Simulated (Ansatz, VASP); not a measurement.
GaN: VASP beside Ansatz

```
Ga N
1.0
     0.00000    2.19054    2.19054
     2.19054    0.00000    2.19054
     2.19054    2.19054    0.00000
Ga N
1 1
Direct
  0.50000 0.50000 0.50000
  0.00000 0.00000 0.00000
```

Change from the starting cell: hydrostatic strain +3.9%.

Alike in both runs: task single point; functional r2SCAN; k mesh 10 × 10 × 10; occupations fermi-dirac, width 0.02 eV; no spin polarisation.

|  | VASP | Ansatz |
| --- | --- | --- |
| version | VASP 6.6.1 | Ansatz 0.2.0 |
| potentials or method | VASP PAW PBE potentials, release 64 (Ga_d, N) | plane waves, PAW |
| plane-wave cutoff (eV) | 520 | 500 |
| valence electrons in the cell | 18 | 18 |

Ansatz gave:

| Quantity | Value |
| --- | --- |
| pressure (GPa) | -21.5 |

Which values does VASP return?

Pressure (GPa): -21.0.

VASP's potentials were made for PBE, not for r2SCAN.
